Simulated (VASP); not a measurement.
# I (P6_3/mmc) in VASP: a series of runs, part 3 of 3

VASP 6.6.1. Earlier steps stand in the parts before.

## Step 5: Electric field gradients, PBE

This run uses another cell than the first one, of 38.78 Å³/atom, 1.042 times its volume.

The input, INCAR:

```
PREC     = Accurate       # precision mode
ENCUT    = 520            # plane-wave cutoff, eV
EDIFF    = 1E-8           # SCF threshold, eV
ISMEAR   = -1             # smearing method
SIGMA    = 0.05           # smearing width, eV
LREAL    = F              # projectors in reciprocal space
LASPH    = T              # aspherical terms in the spheres
NELM     = 80             # most SCF steps
ALGO     = Normal         # electronic algorithm
ISIF     = 2              # what is computed and relaxed
LWAVE    = F              # write WAVECAR
LCHARG   = F              # write CHGCAR
GGA      = PE             # functional
LEFG     = T            
NBANDS   = 14             # bands
```

The input, KPOINTS:

```
Automatic mesh
0
Gamma
  15 15 8
```

The input, POSCAR:

```
I
1.0
    4.2826825382      0.0000000000      0.0000000000
   -2.1413412691      3.7089118744      0.0000000000
    0.0000000000      0.0000000000      4.8828683242
I
2
Direct
    0.3333333333      0.6666666667      0.2500000000
    0.6666666667      0.3333333333      0.7500000000
```

Potentials or basis: VASP PAW PBE potentials, release 64 (I).

Command:

```bash
> cat potpaw_PBE.64/I/POTCAR > POTCAR
> mpirun -np 1 vasp_std > vasp.out
```

OUTCAR:

```text
PREC = Accurate
   ENCUT = 520
   EDIFF = 1E-8
   ISMEAR = -1
   LREAL = F
   LASPH = T
   NELM = 80
   ISIF = 2
   GGA = PE

 ion  position               nearest neighbor table
   1  0.333  0.667  0.250-   2 3.47   2 3.47   2 3.47   2 3.47   2 3.47   2 3.47
   2  0.667  0.333  0.750-   1 3.47   1 3.47   1 3.47   1 3.47   1 3.47   1 3.47

  LATTYP: Found a hexagonal cell.
 ALAT       =     4.2826825382
 C/A-ratio  =     1.1401424879

  Lattice vectors:

 A1 = (   4.2826825382,   0.0000000000,   0.0000000000)
 A2 = (  -2.1413412691,   3.7089118744,   0.0000000000)
 A3 = (   0.0000000000,   0.0000000000,   4.8828683242)

Analysis of symmetry for initial positions (statically):
=====================================================================
 Subroutine PRICEL returns:
 Original cell was already a primitive cell.

 Routine SETGRP: Setting up the symmetry group for a
 hexagonal supercell.

 Subroutine GETGRP returns: Found 24 space group operations
 (whereof 12 operations were pure point group operations)
 out of a pool of 24 trial point group operations.

The static configuration has the point symmetry D_3d.
 The point group associated with its full space group is D_6h.

Analysis of symmetry for dynamics (positions and initial velocities):
=====================================================================
 Subroutine PRICEL returns:
 Original cell was already a primitive cell.

 Routine SETGRP: Setting up the symmetry group for a
 hexagonal supercell.

 Subroutine GETGRP returns: Found 24 space group operations
 (whereof 12 operations were pure point group operations)
 out of a pool of 24 trial point group operations.
[... 554 lines left out ...]
      5       1.3379      2.00000
      6       1.9798      2.00000
      7       2.2418      2.00000
      8       3.6062      1.71964
      9       9.3521      0.00000
     10       9.8712      0.00000
     11      11.8993      0.00000
     12      12.0880      0.00000
     13      13.8754      0.00000
     14      14.4324      0.00000

 [... further k-points ...]

------------------------ aborting loop because EDIFF is reached ----------------------------------------

  FORCE on cell =-STRESS in cart. coord.  units (eV):
  Direction    XX          YY          ZZ          XY          YZ          ZX
  --------------------------------------------------------------------------------------
  -------------------------------------------------------------------------------------
  Total       -0.0002612     -0.0002612     -0.0148180      0.0000000      0.0000000      0.0000000
  in kB       -0.0053956     -0.0053956     -0.3061004      0.0000000      0.0000000      0.0000000
  external PRESSURE =      -0.1056306 kB  Pullay stress =       0.0000000 kB

 VOLUME and BASIS-vectors are now :
 -----------------------------------------------------------------------------
  energy-cutoff  :      520.00
  volume of cell :       77.56
      direct lattice vectors                 reciprocal lattice vectors
     4.282682538  0.000000000  0.000000000     0.233498512  0.134810429  0.000000000
    -2.141341269  3.708911874  0.000000000     0.000000000  0.269620858  0.000000000
     0.000000000  0.000000000  4.882868324     0.000000000  0.000000000  0.204797659

 POSITION                                       TOTAL-FORCE (eV/Angst)
 -----------------------------------------------------------------------------------
     -0.00000      2.47261      1.22072         0.000000      0.000000     -0.000000
      2.14134      1.23630      3.66215        -0.000000      0.000000      0.000000
 -----------------------------------------------------------------------------------
    total drift:                               -0.000000      0.000000     -0.000000

  FREE ENERGIE OF THE ION-ELECTRON SYSTEM (eV)
  ---------------------------------------------------
  free  energy   TOTEN  =        -2.3091654797 eV

  energy  without entropy=       -2.2855507993  energy(sigma->0) =       -2.29735814

 Electric field gradients (V/A^2)
---------------------------------------------------------------------
 ion       V_xx      V_yy      V_zz      V_xy      V_xz      V_yz
---------------------------------------------------------------------
   1    -202.880  -202.881   405.761    -0.000     0.000    -0.000
   2    -202.880  -202.881   405.761    -0.000    -0.000     0.000
---------------------------------------------------------------------

 Electric field gradients after diagonalization (V/A^2)
 (convention: |V_zz| > |V_xx| > |V_yy|)
----------------------------------------------------------------------
 ion       V_xx      V_yy      V_zz     asymmetry (V_yy - V_xx)/ V_zz
----------------------------------------------------------------------
   1    -202.881  -202.880   405.761       0.000
   2    -202.881  -202.880   405.761       0.000
----------------------------------------------------------------------

           NMR quadrupolar parameters

 Cq : quadrupolar parameter    Cq=e*Q*V_zz/h
 eta: asymmetry parameters     (V_yy - V_xx)/ V_zz
 Q  : nuclear electric quadrupole moment in mb (millibarn)
----------------------------------------------------------------------
 ion       Cq(MHz)       eta       Q (mb)
----------------------------------------------------------------------
   1       0.981       0.000       1.000
   2       0.981       0.000       1.000
----------------------------------------------------------------------
```

It took 38 s on 1 thread of Intel Xeon 6975P-C (Granite Rapids), shared host; peak memory 0.25 GiB.

Results:

| Property | Result |
| --- | --- |
| Free energy | -2.3092 eV |
| Pressure | 0.0 GPa |
| Band gap on the k mesh | zero (band 7 reaches 4.57 eV, above the bottom of band 8 at 2.68 eV) |

Levels at points of the mesh, in eV from the Fermi level:
| k point | band 4 | band 5 | band 6 | band 7 | band 8 | band 9 | band 10 | band 11 |
| --- | --- | --- | --- | --- | --- | --- | --- | --- |
| (0.00, 0.00, 0.00) | -1.85 | -1.85 | -0.12 | -0.12 | 1.05 | 4.53 | 5.78 | 8.09 |
| (0.00, 0.00, 0.50) | -1.81 | -1.01 | -1.01 | -1.01 | -1.01 | 7.00 | 7.00 | 7.33 |

Electric field gradients, principal values (V/Å²):
```csv
atom,least,middle,greatest (by size)
1 I,-202.880,-202.881,405.761
2 I,-202.880,-202.881,405.761
```

Caveat: without QUAD_EFG the Cq values of the log hold for a quadrupole moment of 1 mb, not for the nuclei; spin-orbit coupling is left out, which moves the levels of the heavy elements.

## Step 6: Electric field gradients, PBE (volume scaled by 1.02)

The input, INCAR:

```
ALGO     = Normal         # electronic algorithm
EDIFF    = 1E-8           # SCF threshold, eV
ENCUT    = 520            # plane-wave cutoff, eV
GGA      = PE             # functional
ISIF     = 2              # what is computed and relaxed
ISMEAR   = -1             # smearing method
LASPH    = T              # aspherical terms in the spheres
LCHARG   = F              # write CHGCAR
LEFG     = T            
LREAL    = F              # projectors in reciprocal space
LWAVE    = F              # write WAVECAR
NBANDS   = 14             # bands
NELM     = 80             # most SCF steps
PREC     = Accurate       # precision mode
SIGMA    = 0.05           # smearing width, eV
```

The input, KPOINTS:

```
k-points
0
Gamma
  15 15 8
```

The input, POSCAR:

```
I
1.0
    4.3110455008      0.0000000000      0.0000000000
   -2.1555227504      3.7334749205      0.0000000000
    0.0000000000      0.0000000000      4.9152061429
I
2
Direct
    0.3333333333      0.6666666667      0.2500000000
    0.6666666667      0.3333333333      0.7500000000
```

Potentials or basis: VASP PAW PBE potentials, release 64 (I).

Command:

```bash
> cat potpaw_PBE.64/I/POTCAR > POTCAR
> mpirun -np 1 vasp_std > vasp.out
```

OUTCAR:

```text
EDIFF = 1E-8
   ENCUT = 520
   GGA = PE
   ISIF = 2
   ISMEAR = -1
   LASPH = T
   LREAL = F
   NELM = 80
   PREC = Accurate

 ion  position               nearest neighbor table
   1  0.333  0.667  0.250-   2 3.50   2 3.50   2 3.50   2 3.50   2 3.50   2 3.50
   2  0.667  0.333  0.750-   1 3.50   1 3.50   1 3.50   1 3.50   1 3.50   1 3.50

  LATTYP: Found a hexagonal cell.
 ALAT       =     4.3110455008
 C/A-ratio  =     1.1401424879

  Lattice vectors:

[... 621 lines left out ...]

  FREE ENERGIE OF THE ION-ELECTRON SYSTEM (eV)
  ---------------------------------------------------
  free  energy   TOTEN  =        -2.3070051979 eV

  energy  without entropy=       -2.2826186175  energy(sigma->0) =       -2.29481191

 Electric field gradients (V/A^2)
---------------------------------------------------------------------
 ion       V_xx      V_yy      V_zz      V_xy      V_xz      V_yz
---------------------------------------------------------------------
   1    -203.014  -203.014   406.028    -0.000     0.000    -0.000
   2    -203.014  -203.014   406.028    -0.000    -0.000     0.000
---------------------------------------------------------------------

 Electric field gradients after diagonalization (V/A^2)
 (convention: |V_zz| > |V_xx| > |V_yy|)
----------------------------------------------------------------------
 ion       V_xx      V_yy      V_zz     asymmetry (V_yy - V_xx)/ V_zz
----------------------------------------------------------------------
   1    -203.014  -203.014   406.028       0.000
   2    -203.014  -203.014   406.028       0.000
----------------------------------------------------------------------

           NMR quadrupolar parameters

 Cq : quadrupolar parameter    Cq=e*Q*V_zz/h
 eta: asymmetry parameters     (V_yy - V_xx)/ V_zz
 Q  : nuclear electric quadrupole moment in mb (millibarn)
----------------------------------------------------------------------
 ion       Cq(MHz)       eta       Q (mb)
----------------------------------------------------------------------
   1       0.982       0.000       1.000
   2       0.982       0.000       1.000
----------------------------------------------------------------------
```

Run time: 41 s. Hardware: 1 thread of Intel Xeon 6975P-C (Granite Rapids), shared host; peak memory 0.27 GiB.

Results:

| Quantity | Value |
| --- | --- |
| Free energy | -2.3070 eV |
| Pressure | -0.4 GPa |
| Band gap on the k mesh | zero (band 7 reaches 4.30 eV, above the bottom of band 8 at 2.48 eV) |

Stress tensor (GPa, compression positive):
```
-0.33  0.00  0.00
 0.00 -0.33  0.00
 0.00  0.00 -0.65
```

Electric field gradients, principal values (V/Å²):
```csv
atom,least,middle,greatest (by size)
1 I,-203.014,-203.014,406.028
2 I,-203.014,-203.014,406.028
```

Caveat: the cell differs from its parent crystal (volume scaled by 1.02); without QUAD_EFG the Cq values of the log hold for a quadrupole moment of 1 mb, not for the nuclei; spin-orbit coupling is left out, which moves the levels of the heavy elements.

## Step 7: The runs side by side

| cell | gap on the mesh (eV) | pressure (GPa) |
| --- | --- | --- |
| a = 4.225, b = 4.225, c = 4.817 Å, angles 90.0, 90.0, 120.0°, 2 atoms | none | 1.0 |
| a = 4.254, b = 4.254, c = 4.850 Å, angles 90.0, 90.0, 120.0°, 2 atoms | none | 0.5 |
| a = 4.283, b = 4.283, c = 4.883 Å, angles 90.0, 90.0, 120.0°, 2 atoms | none | 0.0 |
| a = 4.311, b = 4.311, c = 4.915 Å, angles 90.0, 90.0, 120.0°, 2 atoms | none | -0.4 |

Alike in all rows: task electric field gradients; level PBE; potentials or basis VASP PAW PBE potentials, release 64 (I); no spin polarisation; k mesh 15 × 15 × 8; cutoff (eV) 520; smearing fermi-dirac 0.05 eV.

Caveats: spin-orbit coupling is left out, which moves the levels of the heavy elements.

Total energies depend on the potentials used, so only differences within one code and one set of settings carry meaning.
